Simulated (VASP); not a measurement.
# TiO2 (P1) in VASP: notebook

The runs below take TiO2 through single point, with PBE.

All numbers are computed with VASP 6.6.1; they aren't measurements. Logs are shortened: lines on timing, memory, paths and dates and some standing lists are left out, and cuts for length are marked.

## Step 1: The cell of the first run

The typed cell holds 12 atoms: a = 3.866 Å, b = 3.866 Å, c = 9.772 Å, α = 90.00°, β = 90.00°, γ = 90.00°.

## Step 2: Single point, PBE

INCAR reads:

```
PREC     = Accurate       # precision mode
ENCUT    = 520            # plane-wave cutoff, eV
EDIFF    = 1E-7           # SCF threshold, eV
ISMEAR   = -1             # smearing method
SIGMA    = 0.17           # smearing width, eV
LREAL    = F              # projectors in reciprocal space
LASPH    = T              # aspherical terms in the spheres
NELM     = 60             # most SCF steps
ALGO     = Normal         # electronic algorithm
ISIF     = 2              # what is computed and relaxed
LWAVE    = F              # write WAVECAR
LCHARG   = F              # write CHGCAR
GGA      = PE             # functional
NBANDS   = 60             # bands
```

KPOINTS reads:

```
Automatic mesh
0
Gamma
  3 3 1
```

POSCAR reads:

```
TiO2
1.0
    3.8663720000      0.0000000000      0.0000000000
    0.0000000000      3.8663720000      0.0000000000
    0.0000000000      0.0000000000      9.7716350000
Ti O
4 8
Direct
    0.0349164540     -0.0175358191     -0.0056183024
   -0.0257864479      0.4585952930      0.2383019832
    0.4411629300      0.5305490522      0.5050024893
    0.5376616632     -0.0009828335      0.7559533282
   -0.0385374196     -0.0209757364      0.2081944321
   -0.0040606543      0.5410498524      0.4498428359
    0.0127251077      0.4662769128      0.0255126189
    0.0416669684      0.0256312636      0.7921806330
    0.5414636771      0.5258417969      0.7127466386
    0.5255055644     -0.0951279391      0.9547941568
    0.5102975089      0.0445120128      0.5496111961
    0.5013744151      0.5295144906      0.2790628180
```

Potentials or basis: VASP PAW PBE potentials, release 64 (Ti_sv, O).

Command:

```
> cat potpaw_PBE.64/Ti_sv/POTCAR potpaw_PBE.64/O/POTCAR > POTCAR
> mpirun -np 1 vasp_std > vasp.out
```

OUTCAR:

```text
PREC = Accurate
   ENCUT = 520
   EDIFF = 1E-7
   ISMEAR = -1
   LREAL = F
   LASPH = T
   NELM = 60
   ISIF = 2
   GGA = PE

 ion  position               nearest neighbor table
   1  0.035  0.982  0.994-   7 1.90  10 1.96   8 1.98   7 2.02  10 2.03   5 2.11
   2  0.974  0.459  0.238-   5 1.88  12 1.89   5 2.03   7 2.08   6 2.09  12 2.09
   3  0.441  0.531  0.505-   6 1.80  11 1.95  11 2.05   9 2.07   6 2.21  12 2.22
   4  0.538  0.999  0.756-   9 1.88   8 1.95  10 1.98   8 1.98  11 2.03   9 2.08
   5  0.961  0.979  0.208-   2 1.88   2 2.03   1 2.11
   6  0.996  0.541  0.450-   3 1.80   2 2.09   3 2.21
   7  0.013  0.466  0.026-   1 1.90   1 2.02   2 2.08
   8  0.042  0.026  0.792-   4 1.95   1 1.98   4 1.98
   9  0.541  0.526  0.713-   4 1.88   3 2.07   4 2.08
  10  0.526  0.905  0.955-   1 1.96   4 1.98   1 2.03
  11  0.510  0.045  0.550-   3 1.95   4 2.03   3 2.05
  12  0.501  0.530  0.279-   2 1.89   2 2.09   3 2.22

  LATTYP: Found a simple tetragonal cell.
 ALAT       =     3.8663720000
 C/A-ratio  =     2.5273395835

  Lattice vectors:

 A1 = (   3.8663720000,   0.0000000000,   0.0000000000)
 A2 = (   0.0000000000,   3.8663720000,   0.0000000000)
 A3 = (   0.0000000000,   0.0000000000,   9.7716350000)

Analysis of symmetry for initial positions (statically):
=====================================================================
 Subroutine PRICEL returns:
 Original cell was already a primitive cell.

 Routine SETGRP: Setting up the symmetry group for a
 simple tetragonal supercell.

 Subroutine GETGRP returns: Found  1 space group operations
 (whereof  1 operations were pure point group operations)
 out of a pool of 16 trial point group operations.

The static configuration has the point symmetry C_1 .

Analysis of symmetry for dynamics (positions and initial velocities):
=====================================================================
 Subroutine PRICEL returns:
 Original cell was already a primitive cell.

 Routine SETGRP: Setting up the symmetry group for a
 simple tetragonal supercell.

 Subroutine GETGRP returns: Found  1 space group operations
 (whereof  1 operations were pure point group operations)
 out of a pool of 16 trial point group operations.

The dynamic configuration has the point symmetry C_1 .

 Subroutine INISYM returns: Found  1 space group operations
 (whereof  1 operations are pure point group operations),
 and found     1 'primitive' translations

----------------------------------------------------------------------------------------

                                     Primitive cell

  volume of cell :     146.0745

  direct lattice vectors                    reciprocal lattice vectors
     3.866372000  0.000000000  0.000000000     0.258640400  0.000000000  0.000000000
     0.000000000  3.866372000  0.000000000     0.000000000  0.258640400  0.000000000
     0.000000000  0.000000000  9.771635000     0.000000000  0.000000000  0.102337019

  length of vectors
     3.866372000  3.866372000  9.771635000     0.258640400  0.258640400  0.102337019

  position of ions in fractional coordinates (direct lattice)
     0.034916454  0.982464181  0.994381698
     0.974213552  0.458595293  0.238301983
     0.441162930  0.530549052  0.505002489
     0.537661663  0.999017167  0.755953328
     0.961462580  0.979024264  0.208194432
     0.995939346  0.541049852  0.449842836
     0.012725108  0.466276913  0.025512619
     0.041666968  0.025631264  0.792180633
     0.541463677  0.525841797  0.712746639
     0.525505564  0.904872061  0.954794157
     0.510297509  0.044512013  0.549611196
     0.501374415  0.529514491  0.279062818

  ion indices of the primitive-cell ions
   primitive index   ion index
                 1           1
                 2           2
                 3           3
                 4           4
                 5           5
                 6           6
                 7           7
                 8           8
                 9           9
                10          10
                11          11
                12          12

----------------------------------------------------------------------------------------

 KPOINTS: Automatic mesh

Automatic generation of k-mesh.
 Grid dimensions read from file:
 generate k-points for:    3    3    1

 Generating k-lattice:

  Cartesian coordinates                     Fractional coordinates (reciprocal lattice)
     0.086213467  0.000000000  0.000000000     0.333333333  0.000000000  0.000000000
     0.000000000  0.086213467  0.000000000     0.000000000  0.333333333  0.000000000
     0.000000000  0.000000000  0.102337019     0.000000000  0.000000000  1.000000000

  Length of vectors
     0.086213467  0.086213467  0.102337019

  Shift w.r.t. Gamma in fractional coordinates (k-lattice)
     0.000000000  0.000000000  0.000000000

 Subroutine IBZKPT returns following result:
 ===========================================

 Found      5 irreducible k-points:

 Following reciprocal coordinates:
            Coordinates               Weight
  0.000000  0.000000  0.000000      1.000000
  0.333333  0.000000  0.000000      2.000000
  0.000000  0.333333  0.000000      2.000000
  0.333333  0.333333  0.000000      2.000000
 -0.333333  0.333333  0.000000      2.000000
   k-points           NKPTS =      5   k-points in BZ     NKDIM =      5   number of bands    NBANDS=     60
   number of dos      NEDOS =    301   number of ions     NIONS =     12
   total plane-waves  NPLWV =  72000
   dimension x,y,z NGX =    30 NGY =   30 NGZ =   80
   dimension x,y,z NGXF=    60 NGYF=   60 NGZF=  160
   ions per type =               4   8
   NGX,Y,Z   is equivalent  to a cutoff of  12.90, 12.90, 13.61 a.u.
   NGXF,Y,Z  is equivalent  to a cutoff of  25.80, 25.80, 27.22 a.u.
 SYSTEM =  unknown system
   PREC   = accura    normal or accurate (medium, high low for compatibility)
   ISTART =      0    job   : 0-new  1-cont  2-samecut
   ICHARG =      2    charge: 1-file 2-atom 10-const
   ISPIN  =      1    spin polarized calculation?
   LNONCOLLINEAR =      F non collinear calculations
   LSORBIT =      F    spin-orbit coupling
   LASPH  =      T    aspherical Exc in radial PAW
   ENCUT  =  520.0 eV  38.22 Ry    6.18 a.u.   7.19  7.19 18.17*2*pi/ulx,y,z
   NELM   =     60;   NELMIN=  2; NELMDL= -5     # of ELM steps
   EDIFF  = 0.1E-06   stopping-criterion for ELM
   LREAL  =      F    real-space projection
   EDIFFG = 0.1E-05   stopping-criterion for IOM
   NSW    =      0    number of steps for IOM
   IBRION =     -1    ionic relax: 0-MD 1-quasi-New 2-CG
   NFREE  =      0    steps in history (QN), initial steepest desc. (CG)
   ISIF   =      2    stress and relaxation
   ISYM   =      2    0-nonsym 1-usesym 2-fastsym
   POTIM  = 0.5000    time-step for ionic-motion
   TEBEG  =    0.0;   TEEND  =   0.0 temperature during run
   PSTRESS=    0.0 pullay stress
   NELECT =      96.0000    total number of electrons
   NUPDOWN=      -1.0000    fix difference up-down
   EMIN   =  10.00;   EMAX   =-10.00  energy-range for DOS
   EFERMI =   0.00;   METHOD = LEGACY
   ISMEAR =    -1;   SIGMA  =   0.17  broadening in eV -4-tet -1-fermi 0-gaus
   EFERMI_NEDOS =   21; number of points for ismear=-14 and -15
   IALGO  =     38    algorithm
   IMIX   =      4    mixing-type and parameters
     AMIX     =   0.40;   BMIX     =  1.00
     AMIX_MAG =   1.60;   BMIX_MAG =  1.00
  volume/ion in A,a.u.               =      12.17        82.15
  Fermi-wavevector in a.u.,A,eV,Ry     =   1.423335  2.689713 27.563798  2.025882
  Thomas-Fermi vector in A             =   2.543943
   LORBIT       =      0    0 simple, 1 ext, 2 COOP (PROOUT), +10 PAW based schemes
   GGA     = PE    functional components
[... 5 lines left out ...]
 non-spin polarized calculation
  energy-cutoff  :      520.00
  volume of cell :      146.07
 maximum number of plane-waves:      3948
 NGX is ok and might be reduce to    30
   NGX = 15   NGY = 15   NGZ = 37

 number of electron      95.9999975 magnetization

 Free energy of the ion-electron system (eV)
  ---------------------------------------------------
  ext. energy  EPLUGINS =         0.00000000
  ---------------------------------------------------
  free energy    TOTEN  =      -106.79294450 eV

  energy without entropy =     -106.78798727  energy(sigma->0) =     -106.79046589

 E-fermi :   4.0605     XC(G=0): -10.4028

 val. band max:        2.9562540652   @ k =  -0.3333   0.3333   0.0000
 cond. band min:       5.0521200452   @ k =   0.0000   0.0000   0.0000
 fundamental gap:      2.0958659800
 Fermi energy:         4.0604958666

 k-point     1 :       0.0000    0.0000    0.0000
  band No.  band energies     occupation
      1     -53.8795      2.00000
      2     -53.7673      2.00000
      3     -53.7208      2.00000
      4     -53.6520      2.00000
      5     -30.2136      2.00000
      6     -30.0912      2.00000
[... 52 lines left out ...]
     59       6.8693      0.00000
     60       6.9696      0.00000

 k-point     2 :       0.3333    0.0000    0.0000
  band No.  band energies     occupation
      1     -53.8772      2.00000
      2     -53.7660      2.00000
      3     -53.7206      2.00000
      4     -53.6511      2.00000
      5     -30.2195      2.00000
      6     -30.1727      2.00000
[... 52 lines left out ...]
     59       6.7617      0.00000
     60       7.0934      0.00000

 k-point     3 :       0.0000    0.3333    0.0000
  band No.  band energies     occupation
      1     -53.8778      2.00000
      2     -53.7647      2.00000
      3     -53.7211      2.00000
      4     -53.6512      2.00000
      5     -30.2134      2.00000
      6     -30.1498      2.00000
[... 52 lines left out ...]
     59       6.9751      0.00000
     60       7.1866      0.00000

 k-point     4 :       0.3333    0.3333    0.0000
  band No.  band energies     occupation
      1     -53.8755      2.00000
      2     -53.7633      2.00000
      3     -53.7209      2.00000
      4     -53.6503      2.00000
      5     -30.2194      2.00000
      6     -30.1720      2.00000
[... 52 lines left out ...]
     59       6.9514      0.00000
     60       7.0372      0.00000

 k-point     5 :      -0.3333    0.3333    0.0000
  band No.  band energies     occupation
      1     -53.8755      2.00000
      2     -53.7633      2.00000
      3     -53.7209      2.00000
      4     -53.6503      2.00000
      5     -30.2199      2.00000
      6     -30.1717      2.00000
[... 52 lines left out ...]
     59       6.8815      0.00000
     60       7.0156      0.00000

------------------------ aborting loop because EDIFF is reached ----------------------------------------

  FORCE on cell =-STRESS in cart. coord.  units (eV):
  Direction    XX          YY          ZZ          XY          YZ          ZX
  --------------------------------------------------------------------------------------
  -------------------------------------------------------------------------------------
  Total       -6.7438542     -6.2663537     -8.1039388      0.2186446      0.4961234      0.9478653
  in kB      -73.9680624    -68.7307336    -88.8857672      2.3981415      5.4415899     10.3963928
  external PRESSURE =     -77.1948544 kB  Pullay stress =       0.0000000 kB

 VOLUME and BASIS-vectors are now :
 -----------------------------------------------------------------------------
  energy-cutoff  :      520.00
  volume of cell :      146.07
      direct lattice vectors                 reciprocal lattice vectors
     3.866372000  0.000000000  0.000000000     0.258640400  0.000000000  0.000000000
     0.000000000  3.866372000  0.000000000     0.000000000  0.258640400  0.000000000
     0.000000000  0.000000000  9.771635000     0.000000000  0.000000000  0.102337019

 POSITION                                       TOTAL-FORCE (eV/Angst)
 -----------------------------------------------------------------------------------
      0.13500      3.79857      9.71673        -0.099333     -0.194206     -0.104733
      3.76667      1.77310      2.32860        -0.159318      0.463252      0.618612
      1.70570      2.05130      4.93470         1.208891      0.116922     -0.640114
      2.07880      3.86257      7.38690         0.116987     -0.041985     -0.515978
      3.71737      3.78527      2.03440         0.751537      0.584671     -1.210593
      3.85067      2.09190      4.39570        -0.038664     -0.392424      0.214999
      0.04920      1.80280      0.24930         0.208375     -0.312006      1.226618
      0.16110      0.09910      7.74090        -0.577230      0.151390      0.432393
      2.09350      2.03310      6.96470        -0.408478      0.173164     -0.673620
      2.03180      3.49857      9.32990         0.122819      1.094993      0.133070
      1.97300      0.17210      5.37060        -0.492571     -0.721360     -0.243940
      1.93850      2.04730      2.72690        -0.633016     -0.922409      0.763284
 -----------------------------------------------------------------------------------
    total drift:                                0.000596      0.001411     -0.000886

  FREE ENERGIE OF THE ION-ELECTRON SYSTEM (eV)
  ---------------------------------------------------
  free  energy   TOTEN  =      -106.7929445011 eV

  energy  without entropy=     -106.7879872730  energy(sigma->0) =     -106.79046589
```

Run time: 47 s. Hardware: 1 thread of AMD EPYC 9R45 (Zen 5), shared host; peak memory 0.22 GiB.

What came out:

| Property | Result |
| --- | --- |
| Free energy | -106.7929 eV |
| Pressure | -7.7 GPa |
| Largest force | 1.540 eV/Å |
| Band gap on the k mesh | 2.10 eV, indirect (least direct gap 2.43 eV) |

Forces in eV/Å, atoms in the order of the input:
```
Ti  -0.099 -0.194 -0.105
Ti  -0.159  0.463  0.619
Ti   1.209  0.117 -0.640
Ti   0.117 -0.042 -0.516
O    0.752  0.585 -1.211
O   -0.039 -0.392  0.215
O    0.208 -0.312  1.227
O   -0.577  0.151  0.432
O   -0.408  0.173 -0.674
O    0.123  1.095  0.133
O   -0.493 -0.721 -0.244
O   -0.633 -0.922  0.763
```

Caveat: the k points lie up to 0.64 Å⁻¹ apart; forces of over 1 eV/Å act on the atoms, so gaps and moduli don't describe the material at rest.

(Continued in part 2 of 2.)
